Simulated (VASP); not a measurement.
NaCl:

```xyz
2
Lattice="0.0000 2.9805 2.9805 2.9805 0.0000 2.9805 2.9805 2.9805 0.0000" Properties=species:S:1:pos:R:3 pbc="T T T"
Na    0.0000    0.0000    0.0000
Cl    1.4902    1.4902    1.4902
```

This cell differs from its parent crystal: strain -3.5%.

Base run:

* Program: VASP 6.6.1
* Functional: r2SCAN
* Potentials or basis: VASP PAW PBE potentials, release 64 (Na_pv, Cl)
* Cutoff: 520 eV
* k mesh: 8 × 8 × 8
* Occupations: gaussian, width 0.01 eV
* Spin: no spin polarisation

Its results: band gap on the k mesh 5.83 eV, direct; pressure 2.4 GPa.

Q: The run is repeated on the same cell with these changes: functional from r2SCAN to PBE; occupations from gaussian, width 0.01 eV to fermi-dirac, width 0.02 eV. What comes out?

A: Band gap on the k mesh 5.21 eV, direct; pressure 3.3 GPa.

Caveats: the PAW data sets were made with another functional, which shifts forces and pressure a little (some runs).

A k mesh can miss the band edges.
